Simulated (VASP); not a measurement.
# TePb (P6_3/mmc) in VASP: notebook

The runs below take TePb through single point, relaxation of shape and atoms at fixed volume, with PBE.

Everything below comes from runs of VASP 6.6.1. Logs are shortened: lines on timing, memory, paths and dates and some standing lists are left out, and cuts for length are marked.

### 1 The cell of the first run

The structure is hexagonal, space group P6_3/mmc (No. 194). The conventional cell has a = 4.640 Å, b = 4.640 Å, c = 8.037 Å, α = 90.00°, β = 90.00°, γ = 120.00°. Pb (site symmetry -3m) has 6 Te at 3.35 Å and 2 Pb at 4.02 Å within 4.4 Å. Te (site symmetry -6m2) has 6 Pb at 3.35 Å within 4.4 Å.

### 2 Single point, PBE (volume scaled by 1.040)

INCAR

```
  PREC = Accurate
  ENCUT = 520
  EDIFF = 1E-6
  ISMEAR = 0
  SIGMA = 0.05
  LREAL = F
  LASPH = T
  NELM = 60
  ALGO = Normal
  ISIF = 2
  LWAVE = F
  LCHARG = T
  GGA = PE
  LELF = T
  LVHAR = T
  NBANDS = 28
```

KPOINTS

```
regular mesh
0
Gamma
  8 8 6
```

POSCAR

```
TePb
1.0
    4.6396554898      0.0000000000      0.0000000000
   -2.3198277449      4.0180595189      0.0000000000
    0.0000000000      0.0000000000      8.0366538678
Pb Te
2 2
Direct
    0.0000000000      0.0000000000      0.0000000000
    0.0000000000      0.0000000000      0.5000000000
    0.3333333333      0.6666666667      0.2500000000
    0.6666666667      0.3333333333      0.7500000000
```

Potentials or basis: VASP PAW PBE potentials, release 64 (Pb_d, Te).

Command:

```
$ cat potpaw_PBE.64/Pb_d/POTCAR potpaw_PBE.64/Te/POTCAR > POTCAR
$ mpirun -np 1 vasp_std > vasp.out
```

OUTCAR:

```text
PREC = Accurate
   ENCUT = 520
   EDIFF = 1E-6
   ISMEAR = 0
   LREAL = F
   LASPH = T
   NELM = 60
   ISIF = 2
   GGA = PE

 ion  position               nearest neighbor table
   1  0.000  0.000  0.000-   3 3.35   4 3.35   3 3.35   4 3.35   4 3.35   3 3.35   2 4.02   2 4.02

   2  0.000  0.000  0.500-   3 3.35   4 3.35   3 3.35   4 3.35   4 3.35   3 3.35   1 4.02   1 4.02

   3  0.333  0.667  0.250-   1 3.35   2 3.35   1 3.35   2 3.35   1 3.35   2 3.35
   4  0.667  0.333  0.750-   1 3.35   2 3.35   1 3.35   2 3.35   1 3.35   2 3.35

  LATTYP: Found a hexagonal cell.
 ALAT       =     4.6396554898
 C/A-ratio  =     1.7321660812

  Lattice vectors:

 A1 = (   4.6396554898,   0.0000000000,   0.0000000000)
 A2 = (  -2.3198277449,   4.0180595189,   0.0000000000)
 A3 = (   0.0000000000,   0.0000000000,   8.0366538678)

Analysis of symmetry for initial positions (statically):
=====================================================================
 Subroutine PRICEL returns:
 Original cell was already a primitive cell.

 Routine SETGRP: Setting up the symmetry group for a
 hexagonal supercell.

 Subroutine GETGRP returns: Found 24 space group operations
 (whereof 12 operations were pure point group operations)
 out of a pool of 24 trial point group operations.

The static configuration has the point symmetry D_3d.
 The point group associated with its full space group is D_6h.

Analysis of symmetry for dynamics (positions and initial velocities):
=====================================================================
 Subroutine PRICEL returns:
 Original cell was already a primitive cell.

 Routine SETGRP: Setting up the symmetry group for a
 hexagonal supercell.

 Subroutine GETGRP returns: Found 24 space group operations
 (whereof 12 operations were pure point group operations)
 out of a pool of 24 trial point group operations.

The dynamic configuration has the point symmetry D_3d.
 The point group associated with its full space group is D_6h.

 Subroutine INISYM returns: Found 24 space group operations
 (whereof 12 operations are pure point group operations),
 and found     1 'primitive' translations

----------------------------------------------------------------------------------------

                                     Primitive cell
[... 92 lines left out ...]
   LASPH  =      T    aspherical Exc in radial PAW
   ENCUT  =  520.0 eV  38.22 Ry    6.18 a.u.   8.63  8.63 14.94*2*pi/ulx,y,z
   NELM   =     60;   NELMIN=  2; NELMDL= -5     # of ELM steps
   EDIFF  = 0.1E-05   stopping-criterion for ELM
   LREAL  =      F    real-space projection
   EDIFFG = 0.1E-04   stopping-criterion for IOM
   NSW    =      0    number of steps for IOM
   IBRION =     -1    ionic relax: 0-MD 1-quasi-New 2-CG
   NFREE  =      0    steps in history (QN), initial steepest desc. (CG)
   ISIF   =      2    stress and relaxation
   ISYM   =      2    0-nonsym 1-usesym 2-fastsym
   POTIM  = 0.5000    time-step for ionic-motion
   TEBEG  =    0.0;   TEEND  =   0.0 temperature during run
   PSTRESS=    0.0 pullay stress
   NELECT =      40.0000    total number of electrons
   NUPDOWN=      -1.0000    fix difference up-down
   EMIN   =  10.00;   EMAX   =-10.00  energy-range for DOS
   EFERMI =   0.00;   METHOD = LEGACY
   ISMEAR =     0;   SIGMA  =   0.05  broadening in eV -4-tet -1-fermi 0-gaus
   EFERMI_NEDOS =   21; number of points for ismear=-14 and -15
   IALGO  =     38    algorithm
   IMIX   =      4    mixing-type and parameters
     AMIX     =   0.40;   BMIX     =  1.00
     AMIX_MAG =   1.60;   BMIX_MAG =  1.00
  volume/ion in A,a.u.               =      37.46       252.76
  Fermi-wavevector in a.u.,A,eV,Ry     =   1.054150  1.992054 15.119230  1.111232
  Thomas-Fermi vector in A             =   2.189299
   LORBIT       =      0    0 simple, 1 ext, 2 COOP (PROOUT), +10 PAW based schemes
   GGA     = PE    functional components
   LHFCALC =     F    Hartree Fock is set to
   AEXX    =    0.0000 exact exchange contribution
   IVDW    =     0    specifies the selected vdW correction
   LEPSILON=     F    determine dielectric tensor
   LRPA    =     F    only Hartree local field effects (RPA)
 non-spin polarized calculation
 Gauss-broadening in eV      SIGMA  =   0.05
  energy-cutoff  :      520.00
  volume of cell :      149.82
 maximum number of plane-waves:      4088
 NGX is ok and might be reduce to    36
   NGX = 17   NGY = 17   NGZ = 29

 number of electron      39.9999998 magnetization

 Free energy of the ion-electron system (eV)
  ---------------------------------------------------
  ext. energy  EPLUGINS =         0.00000000
  ---------------------------------------------------
  free energy    TOTEN  =       -14.88362442 eV

  energy without entropy =      -14.88362337  energy(sigma->0) =      -14.88362389

 E-fermi :   4.9168     XC(G=0):  -8.8186

 val. band max:        4.7876169387   @ k =   0.3750   0.2500   0.0000
 cond. band min:       5.0286959939   @ k =   0.0000   0.0000   0.0000
 fundamental gap:      0.2410790553
 Fermi energy:         4.9167960691

 k-point     1 :       0.0000    0.0000    0.0000
  band No.  band energies     occupation
      1     -12.2687      2.00000
      2     -12.2531      2.00000
      3     -12.2531      2.00000
      4     -12.2445      2.00000
      5     -12.2445      2.00000
      6     -12.2374      2.00000
[... 733 lines left out ...]
     27      10.2542      0.00000
     28      11.1604      0.00000

 [... further k-points ...]

------------------------ aborting loop because EDIFF is reached ----------------------------------------

  FORCE on cell =-STRESS in cart. coord.  units (eV):
  Direction    XX          YY          ZZ          XY          YZ          ZX
  --------------------------------------------------------------------------------------
  -------------------------------------------------------------------------------------
  Total       -1.3028722     -1.3028722     -1.3803435      0.0000000      0.0000000     -0.0000000
  in kB      -13.9326925    -13.9326925    -14.7611569      0.0000000      0.0000000     -0.0000000
  external PRESSURE =     -14.2088473 kB  Pullay stress =       0.0000000 kB

 VOLUME and BASIS-vectors are now :
 -----------------------------------------------------------------------------
  energy-cutoff  :      520.00
  volume of cell :      149.82
      direct lattice vectors                 reciprocal lattice vectors
     4.639655490  0.000000000  0.000000000     0.215533244  0.124438177  0.000000000
    -2.319827745  4.018059519  0.000000000     0.000000000  0.248876353  0.000000000
     0.000000000  0.000000000  8.036653868     0.000000000  0.000000000  0.124429895

 POSITION                                       TOTAL-FORCE (eV/Angst)
 -----------------------------------------------------------------------------------
      0.00000      0.00000      0.00000         0.000000      0.000000      0.000000
      0.00000      0.00000      4.01833         0.000000      0.000000      0.000000
     -0.00000      2.67871      2.00916        -0.000000      0.000000     -0.000000
      2.31983      1.33935      6.02749         0.000000     -0.000000      0.000000
 -----------------------------------------------------------------------------------
    total drift:                               -0.000000      0.000000     -0.000000

  FREE ENERGIE OF THE ION-ELECTRON SYSTEM (eV)
  ---------------------------------------------------
  free  energy   TOTEN  =       -14.8836244168 eV

  energy  without entropy=      -14.8836233697  energy(sigma->0) =      -14.88362389
```

OSZICAR:

```text
N       E                     dE             d eps       ncg     rms          rms(c)
DAV:   1     0.376901230363E+03    0.37690E+03   -0.17525E+04  2240   0.136E+03
DAV:   2     0.226393562587E+02   -0.35426E+03   -0.34504E+03  2284   0.362E+02
DAV:   3    -0.135918611731E+02   -0.36231E+02   -0.35491E+02  2920   0.135E+02
DAV:   4    -0.151700050044E+02   -0.15781E+01   -0.15747E+01  2744   0.309E+01
DAV:   5    -0.152344503050E+02   -0.64445E-01   -0.64443E-01  2956   0.616E+00    0.390E+00
DAV:   6    -0.148858693293E+02    0.34858E+00   -0.77791E-01  2988   0.482E+00    0.242E+00
DAV:   7    -0.148801165061E+02    0.57528E-02   -0.23031E-01  2772   0.179E+00    0.112E+00
DAV:   8    -0.148832710861E+02   -0.31546E-02   -0.25047E-02  2432   0.124E+00    0.328E-01
DAV:   9    -0.148836642952E+02   -0.39321E-03   -0.39822E-03  2820   0.458E-01    0.788E-02
DAV:  10    -0.148835892240E+02    0.75071E-04   -0.69367E-04  2484   0.180E-01    0.518E-02
DAV:  11    -0.148836287500E+02   -0.39526E-04   -0.29614E-04  2720   0.100E-01    0.429E-02
DAV:  12    -0.148836246964E+02    0.40536E-05   -0.23234E-05  2228   0.254E-02    0.297E-02
DAV:  13    -0.148836244168E+02    0.27958E-06   -0.15649E-06  1684   0.816E-03
   1 F= -.14883624E+02 E0= -.14883624E+02  d E =-.104713E-05
```

stdout:

```text
POSCAR found type information on POSCAR PbTe
 POSCAR found :  2 types and       4 ions
 scaLAPACK will be used
 LDA part: xc-table for (Slater+PW92), standard interpolation
 POSCAR, INCAR and KPOINTS ok, starting setup
 FFT: planning ... GRIDC
 FFT: planning ... GRID_SOFT
 FFT: planning ... GRID
 WAVECAR not read
 entering main loop
```

It took 3.3 min on 1 thread of AMD EPYC 7R43 (Zen 3), shared host; peak memory 0.29 GiB.

Results:

```
Free energy            : -14.8836 eV
Pressure               : -1.4 GPa
Band gap on the k mesh : 0.24 eV, indirect (least direct gap 0.30 eV)
```

Stress tensor (GPa, compression positive):
```
-1.39  0.00  0.00
 0.00 -1.39  0.00
 0.00  0.00 -1.48
```

Levels at points of the mesh, in eV from the valence-band top:
| k point | band 17 | band 18 | band 19 | band 20 | band 21 | band 22 | band 23 | band 24 |
| --- | --- | --- | --- | --- | --- | --- | --- | --- |
| (0.00, 0.00, 0.00) | -1.35 | -0.85 | -0.85 | -0.06 | 0.24 | 2.11 | 2.11 | 2.47 |
| (0.50, 0.00, 0.00) | -2.51 | -0.98 | -0.98 | -0.82 | 0.40 | 1.12 | 2.17 | 3.69 |
| (0.00, 0.00, 0.50) | -1.11 | -1.11 | -1.11 | -1.11 | 2.15 | 2.15 | 2.20 | 2.20 |
| (0.50, 0.00, 0.50) | -2.17 | -2.17 | -1.95 | -1.95 | 2.17 | 2.17 | 2.82 | 2.82 |

Caveat: spin-orbit coupling is left out, which moves the levels of the heavy elements.

### 3 Single point, PBE (volume scaled by 1.070)

INCAR

```
SYSTEM = TePb
  PREC = Accurate
  ENCUT = 520
  EDIFF = 1E-6
  ISMEAR = 0
  SIGMA = 0.05
  LREAL = .FALSE.
  LASPH = .TRUE.
  NELM = 80
  ALGO = Normal
  ISIF = 2
  LWAVE = .FALSE.
  LCHARG = .FALSE.
  GGA = PE
  NBANDS = 28
```

KPOINTS

```
regular mesh
0
G
  8 8 6
  0 0 0
```

POSCAR

```
TePb
1.0
    4.6925599300      0.0000000000      0.0000000000
   -2.3462799650      4.0638761082      0.0000000000
    0.0000000000      0.0000000000      8.0830918640
Pb Te
2 2
Direct
    0.0000000000      0.0000000000      0.0000000000
    0.0000000000      0.0000000000      0.5000000000
    0.3333333333      0.6666666667      0.2500000000
    0.6666666667      0.3333333333      0.7500000000
```

Potentials or basis: VASP PAW PBE potentials, release 64 (Pb_d, Te).

Command:

```
$ cat potpaw_PBE.64/Pb_d/POTCAR potpaw_PBE.64/Te/POTCAR > POTCAR
$ mpirun -np 1 vasp_std > vasp.out
```

It took 3.1 min on 1 thread of AMD EPYC 7R43 (Zen 3), shared host; peak memory 0.29 GiB.

Results (log left out):

```
Free energy            : -14.8363 eV
Pressure               : -2.2 GPa
Band gap on the k mesh : 0.25 eV, indirect (least direct gap 0.34 eV)
```

Stress tensor (GPa, compression positive):
```
-2.21  0.00  0.00
 0.00 -2.21  0.00
 0.00  0.00 -2.29
```

Levels at points of the mesh, in eV from the valence-band top:
```tsv
k point	band 16	band 17	band 18	band 19	band 20	band 21	band 22	band 23	band 24	band 25
(0.00, 0.00, 0.00)	-1.27	-1.27	-0.79	-0.79	-0.10	0.25	2.11	2.11	2.47	2.47
(0.50, 0.00, 0.00)	-3.24	-2.38	-0.91	-0.90	-0.77	0.44	1.17	2.23	3.67	4.41
(0.00, 0.00, 0.50)	-1.15	-1.04	-1.04	-1.04	-1.04	2.13	2.13	2.21	2.21	2.21
(0.50, 0.00, 0.50)	-2.66	-2.03	-2.03	-1.84	-1.84	2.22	2.22	2.81	2.81	2.85
```

Caveat: spin-orbit coupling is left out, which moves the levels of the heavy elements.

(Continued in part 2 of 2.)
